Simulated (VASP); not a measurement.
# RbAl2 (P4/mmm) in VASP: single point with PBE

Aim: the single point of RbAl2 with PBE.

Everything below comes from runs of VASP 6.6.1. Logs are shortened: lines on timing, memory, paths and dates and some standing lists are left out, and cuts for length are marked.

## (1) The cell of the first run

Symmetry: P4/mmm, No. 123, tetragonal system. The conventional cell has a = 5.305 Å, b = 5.305 Å, c = 4.817 Å, α = 90.00°, β = 90.00°, γ = 90.00°. Within 5.4 Å of Rb (site symmetry 4/mmm) lie 16 Al at 3.94 to 5.21 Å and 6 Rb at 4.82 to 5.30 Å. Al (site symmetry 4mm) has 2 Al at 2.41 Å within 3.2 Å.

## (2) Single point, PBE

POSCAR reads:

```
RbAl2
1.0
    5.3046059322      0.0000000000      0.0000000000
    0.0000000000      5.3046059322      0.0000000000
    0.0000000000      0.0000000000      4.8174991803
Rb Al
1 2
Direct
    0.5000000000      0.5000000000      0.5000000000
    0.0000000000      0.0000000000      0.2501227537
    0.0000000000      0.0000000000      0.7498772463
```

INCAR.step1 reads:

```
SYSTEM = RbAl2
PREC = Accurate ; ENCUT = 520
EDIFF = 1E-6 ; ISMEAR = 0
SIGMA = 0.1 ; LREAL = .FALSE.
LASPH = .TRUE. ; NELM = 100
ALGO = Normal ; ISIF = 2
LWAVE = .FALSE. ; LCHARG = .TRUE.
GGA = PE ; NBANDS = 14
```

KPOINTS.step1 reads:

```
Automatic mesh
0
G
  10 10 10
  0 0 0
```

INCAR.step2 reads:

```
SYSTEM = RbAl2
PREC = Accurate ; ENCUT = 520
EDIFF = 1E-6 ; ISMEAR = -5
SIGMA = 0.1 ; LREAL = .FALSE.
LASPH = .TRUE. ; NELM = 100
ALGO = Normal ; ISIF = 2
LWAVE = .FALSE. ; LCHARG = .FALSE.
GGA = PE ; LORBIT = 10
NEDOS = 2001 ; ICHARG = 11
```

KPOINTS.step2 reads:

```
Automatic mesh
0
G
  15 15 15
  0 0 0
```

Potentials or basis: VASP PAW PBE potentials, release 64 (Rb_sv, Al).

Command:

```bash
$ cat potpaw_PBE.64/Rb_sv/POTCAR potpaw_PBE.64/Al/POTCAR > POTCAR
$ cp INCAR.step1 INCAR
$ cp KPOINTS.step1 KPOINTS
$ mpirun -np 1 vasp_std > vasp.out
$ cp INCAR.step2 INCAR
$ cp KPOINTS.step2 KPOINTS
$ mpirun -np 1 vasp_std > vasp.out
```

OUTCAR:

```text
SYSTEM = RbAl2
   PREC = Accurate
   ENCUT = 520
   EDIFF = 1E-6
   ISMEAR = -5
   LREAL = .FALSE.
   LASPH = .TRUE.
   NELM = 100
   ISIF = 2
   GGA = PE
   LORBIT = 10
   ICHARG = 11

 ion  position               nearest neighbor table
   1  0.500  0.500  0.500-   2 3.94   3 3.94   2 3.94   3 3.94   2 3.94   3 3.94   2 3.94   3 3.94

   2  0.000  0.000  0.250-   3 2.41   3 2.41   1 3.94   1 3.94   1 3.94   1 3.94
   3  0.000  0.000  0.750-   2 2.41   2 2.41   1 3.94   1 3.94   1 3.94   1 3.94

  LATTYP: Found a simple tetragonal cell.
 ALAT       =     5.3046059322
 C/A-ratio  =     0.9081728675

  Lattice vectors:

 A1 = (   5.3046059322,   0.0000000000,   0.0000000000)
 A2 = (   0.0000000000,   5.3046059322,   0.0000000000)
 A3 = (   0.0000000000,   0.0000000000,   4.8174991803)

Analysis of symmetry for initial positions (statically):
=====================================================================
 Subroutine PRICEL returns:
 Original cell was already a primitive cell.

 Routine SETGRP: Setting up the symmetry group for a
 simple tetragonal supercell.

 Subroutine GETGRP returns: Found 16 space group operations
 (whereof 16 operations were pure point group operations)
 out of a pool of 16 trial point group operations.

The static configuration has the point symmetry D_4h.

Analysis of symmetry for dynamics (positions and initial velocities):
=====================================================================
 Subroutine PRICEL returns:
 Original cell was already a primitive cell.

 Routine SETGRP: Setting up the symmetry group for a
 simple tetragonal supercell.

 Subroutine GETGRP returns: Found 16 space group operations
 (whereof 16 operations were pure point group operations)
 out of a pool of 16 trial point group operations.

The dynamic configuration has the point symmetry D_4h.

 Subroutine INISYM returns: Found 16 space group operations
 (whereof 16 operations are pure point group operations),
 and found     1 'primitive' translations

----------------------------------------------------------------------------------------

                                     Primitive cell

  volume of cell :     135.5589

  direct lattice vectors                    reciprocal lattice vectors
     5.304605932  0.000000000  0.000000000     0.188515417  0.000000000  0.000000000
     0.000000000  5.304605932  0.000000000     0.000000000  0.188515417  0.000000000
     0.000000000  0.000000000  4.817499180     0.000000000  0.000000000  0.207576579

  length of vectors
     5.304605932  5.304605932  4.817499180     0.188515417  0.188515417  0.207576579

  position of ions in fractional coordinates (direct lattice)
     0.500000000  0.500000000  0.500000000
     0.000000000  0.000000000  0.250122754
     0.000000000  0.000000000  0.749877246

  ion indices of the primitive-cell ions
   primitive index   ion index
                 1           1
                 2           2
                 3           3

----------------------------------------------------------------------------------------

 KPOINTS: Automatic mesh

Automatic generation of k-mesh.
 Grid dimensions read from file:
 generate k-points for:   15   15   15

 Generating k-lattice:

  Cartesian coordinates                     Fractional coordinates (reciprocal lattice)
     0.012567694  0.000000000  0.000000000     0.066666667  0.000000000  0.000000000
     0.000000000  0.012567694  0.000000000     0.000000000  0.066666667  0.000000000
     0.000000000  0.000000000  0.013838439     0.000000000  0.000000000  0.066666667

  Length of vectors
     0.012567694  0.012567694  0.013838439

  Shift w.r.t. Gamma in fractional coordinates (k-lattice)
     0.000000000  0.000000000  0.000000000

 TETIRR: Found   5032 inequivalent tetrahedra from    20250

 Subroutine IBZKPT returns following result:
 ===========================================

 Found    288 irreducible k-points:

 Following reciprocal coordinates:
            Coordinates               Weight
  0.000000  0.000000  0.000000      1.000000
  0.066667  0.000000  0.000000      4.000000
  0.133333  0.000000  0.000000      4.000000
  0.200000  0.000000  0.000000      4.000000
  0.266667  0.000000  0.000000      4.000000
  0.333333  0.000000  0.000000      4.000000
[... 16 lines left out ...]
  0.266667  0.200000  0.000000      8.000000
  0.333333  0.200000  0.000000      8.000000
 [... further k-points ...]
   k-points           NKPTS =    288   k-points in BZ     NKDIM =    288   number of bands    NBANDS=     11
   number of dos      NEDOS =   2001   number of ions     NIONS =      3
   total plane-waves  NPLWV =  57600
   dimension x,y,z NGX =    40 NGY =   40 NGZ =   36
   dimension x,y,z NGXF=    80 NGYF=   80 NGZF=   72
   ions per type =               1   2
   NGX,Y,Z   is equivalent  to a cutoff of  12.54, 12.54, 12.42 a.u.
   NGXF,Y,Z  is equivalent  to a cutoff of  25.07, 25.07, 24.85 a.u.
 SYSTEM =  RbAl2
   PREC   = accura    normal or accurate (medium, high low for compatibility)
   ISTART =      0    job   : 0-new  1-cont  2-samecut
   ICHARG =     11    charge: 1-file 2-atom 10-const
   ISPIN  =      1    spin polarized calculation?
   LNONCOLLINEAR =      F non collinear calculations
   LSORBIT =      F    spin-orbit coupling
   LASPH  =      T    aspherical Exc in radial PAW
   ENCUT  =  520.0 eV  38.22 Ry    6.18 a.u.   9.86  9.86  8.96*2*pi/ulx,y,z
   NELM   =    100;   NELMIN=  2; NELMDL=  0     # of ELM steps
   EDIFF  = 0.1E-05   stopping-criterion for ELM
   LREAL  =      F    real-space projection
   EDIFFG = 0.1E-04   stopping-criterion for IOM
   NSW    =      0    number of steps for IOM
   IBRION =     -1    ionic relax: 0-MD 1-quasi-New 2-CG
   NFREE  =      0    steps in history (QN), initial steepest desc. (CG)
   ISIF   =      2    stress and relaxation
   ISYM   =      2    0-nonsym 1-usesym 2-fastsym
   POTIM  = 0.5000    time-step for ionic-motion
   TEBEG  =    0.0;   TEEND  =   0.0 temperature during run
   PSTRESS=    0.0 pullay stress
   NELECT =      15.0000    total number of electrons
   NUPDOWN=      -1.0000    fix difference up-down
   EMIN   =  10.00;   EMAX   =-10.00  energy-range for DOS
   EFERMI =   0.00;   METHOD = LEGACY
   ISMEAR =    -5;   SIGMA  =   0.10  broadening in eV -4-tet -1-fermi 0-gaus
   EFERMI_NEDOS =   21; number of points for ismear=-14 and -15
   IALGO  =     38    algorithm
   IMIX   =      4    mixing-type and parameters
     AMIX     =   0.40;   BMIX     =  1.00
     AMIX_MAG =   1.60;   BMIX_MAG =  1.00
  volume/ion in A,a.u.               =      45.19       304.93
  Fermi-wavevector in a.u.,A,eV,Ry     =   0.785952  1.485234  8.404595  0.617720
  Thomas-Fermi vector in A             =   1.890392
   LORBIT       =     10    0 simple, 1 ext, 2 COOP (PROOUT), +10 PAW based schemes
   GGA     = PE    functional components
   LHFCALC =     F    Hartree Fock is set to
   AEXX    =    0.0000 exact exchange contribution
   IVDW    =     0    specifies the selected vdW correction
   LEPSILON=     F    determine dielectric tensor
   LRPA    =     F    only Hartree local field effects (RPA)
 non-spin polarized calculation
 Fermi weights with tetrahedron method with Bloechl corrections
  energy-cutoff  :      520.00
  volume of cell :      135.56
 maximum number of plane-waves:      3673
 NGX is ok and might be reduce to    40

 number of electron      15.0000000 magnetization

 Free energy of the ion-electron system (eV)
  ---------------------------------------------------
  ext. energy  EPLUGINS =         0.00000000
  ---------------------------------------------------
  free energy    TOTEN  =        -6.48678768 eV

  energy without entropy =       -6.48678768  energy(sigma->0) =       -6.48678768

 E-fermi :   0.7749     XC(G=0):  -6.7317

 val. band max:        0.7789851932   @ k =   0.3333   0.0000   0.2000
 cond. band min:       0.7773350864   @ k =   0.2000   0.2000   0.3333
 fundamental gap:     -0.0016501068
 Fermi energy:         0.7748513311

 k-point     1 :       0.0000    0.0000    0.0000
  band No.  band energies     occupation
      1     -26.8153      2.00000
      2     -10.9378      2.00000
      3     -10.8867      2.00000
      4     -10.8867      2.00000
      5      -5.8198      2.00000
      6      -0.5680      2.00000
      7       0.6745      2.00000
      8       0.6745      2.00000
      9       1.2982      0.00000
     10       2.3307      0.00000
     11       2.9928      0.00000

 k-point     2 :       0.0667    0.0000    0.0000
  band No.  band energies     occupation
      1     -26.8153      2.00000
      2     -10.9376      2.00000
      3     -10.8889      2.00000
      4     -10.8864      2.00000
      5      -5.8094      2.00000
      6      -0.5623      2.00000
      7       0.5375      2.00000
      8       0.6670      2.00000
      9       1.3008      0.00000
     10       2.4481      0.00000
     11       3.0835      0.00000

 k-point     3 :       0.1333    0.0000    0.0000
  band No.  band energies     occupation
      1     -26.8152      2.00000
      2     -10.9372      2.00000
      3     -10.8953      2.00000
      4     -10.8857      2.00000
      5      -5.7796      2.00000
      6      -0.5460      2.00000
      7       0.2321      2.00000
      8       0.6459      2.00000
      9       1.3082      0.00000
     10       2.6675      0.00000
     11       3.3778      0.00000

 k-point     4 :       0.2000    0.0000    0.0000
  band No.  band energies     occupation
      1     -26.8151      2.00000
      2     -10.9367      2.00000
      3     -10.9045      2.00000
      4     -10.8847      2.00000
      5      -5.7347      2.00000
      6      -0.5217      2.00000
      7      -0.1097      2.00000
      8       0.6153      2.00000
      9       1.3191      0.00000
     10       2.8786      0.00000
     11       3.8328      0.00000

 k-point     5 :       0.2667    0.0000    0.0000
  band No.  band energies     occupation
      1     -26.8149      2.00000
      2     -10.9360      2.00000
      3     -10.9151      2.00000
      4     -10.8835      2.00000
      5      -5.6813      2.00000
      6      -0.4968      2.00000
      7      -0.4217      2.00000
      8       0.5807      2.00000
      9       1.3317      0.00000
     10       3.0954      0.00000
     11       4.2685      0.00000
[... 211 lines left out ...]
 k-point    21 :       0.4667    0.1333    0.0000
  band No.  band energies     occupation
      1     -26.8145      2.00000
      2     -10.9344      2.00000
      3     -10.9341      2.00000
      4     -10.8877      2.00000
      5      -5.5567      2.00000
      6      -0.8785      2.00000
      7      -0.4256      2.00000
      8       0.3321      2.00000
      9       1.4067      0.00000
     10       3.7504      0.00000
     11       4.3033      0.00000

 k-point    22 :       0.2000    0.2000    0.0000
  band No.  band energies     occupation
      1     -26.8148      2.00000
      2     -10.9356      2.00000
      3     -10.9038      2.00000
      4     -10.8986      2.00000
      5      -5.6733      2.00000
      6      -0.4859      2.00000
      7      -0.2033      2.00000
      8       0.1816      2.00000
      9       1.3669      0.00000
     10       3.3650      0.00000
     11       4.2331      0.00000

 k-point    23 :       0.2667    0.2000    0.0000
  band No.  band energies     occupation
      1     -26.8147      2.00000
      2     -10.9349      2.00000
      3     -10.9116      2.00000
      4     -10.8987      2.00000
      5      -5.6354      2.00000
      6      -0.4675      2.00000
      7      -0.3724      2.00000
      8       0.1304      2.00000
      9       1.3967      0.00000
     10       3.4353      0.00000
     11       4.5865      0.00000

 k-point    24 :       0.3333    0.2000    0.0000
  band No.  band energies     occupation
      1     -26.8146      2.00000
      2     -10.9343      2.00000
      3     -10.9206      2.00000
      4     -10.8971      2.00000
      5      -5.5981      2.00000
      6      -0.5634      2.00000
      7      -0.4430      2.00000
      8       0.1362      2.00000
      9       1.4259      0.00000
     10       3.4749      0.00000
     11       4.7639      0.00000

 [... further k-points ...]

------------------------ aborting loop because EDIFF is reached ----------------------------------------

  FORCE on cell =-STRESS in cart. coord.  units (eV):
  Direction    XX          YY          ZZ          XY          YZ          ZX
  --------------------------------------------------------------------------------------
  -------------------------------------------------------------------------------------
  Total       -0.0279572     -0.0279572      0.0178955      0.0000000      0.0000000      0.0000000
  in kB       -0.3304279     -0.3304279      0.2115079      0.0000000      0.0000000      0.0000000
  external PRESSURE =      -0.1497826 kB  Pullay stress =       0.0000000 kB

 VOLUME and BASIS-vectors are now :
 -----------------------------------------------------------------------------
  energy-cutoff  :      520.00
  volume of cell :      135.56
      direct lattice vectors                 reciprocal lattice vectors
     5.304605932  0.000000000  0.000000000     0.188515417  0.000000000  0.000000000
     0.000000000  5.304605932  0.000000000     0.000000000  0.188515417  0.000000000
     0.000000000  0.000000000  4.817499180     0.000000000  0.000000000  0.207576579

 POSITION                                       TOTAL-FORCE (eV/Angst)
 -----------------------------------------------------------------------------------
      2.65230      2.65230      2.40875         0.000000     -0.000000      0.000000
      0.00000      0.00000      1.20497         0.000000      0.000000     -0.014652
      0.00000      0.00000      3.61253         0.000000      0.000000      0.014652
 -----------------------------------------------------------------------------------
    total drift:                               -0.000000      0.000000     -0.000000

  FREE ENERGIE OF THE ION-ELECTRON SYSTEM (eV)
  ---------------------------------------------------
  free  energy   TOTEN  =        -6.4867876814 eV

  energy  without entropy=       -6.4867876814  energy(sigma->0) =       -6.48678768

 total charge

# of ion       s       p       d       tot
------------------------------------------
    1        1.949   5.336   0.018   7.303
    2        0.461   0.349   0.000   0.810
    3        0.461   0.349   0.000   0.810
--------------------------------------------------
tot          2.871   6.033   0.018   8.922
```

It took 2.8 min on 1 thread of Intel Xeon 6975P-C (Granite Rapids), shared host; peak memory 0.57 GiB.

What came out:

- Valence electrons inside the program's atomic spheres: Rb 7.30; Al 0.81

Caveat: tetrahedron occupations give inexact forces and stress in metals.
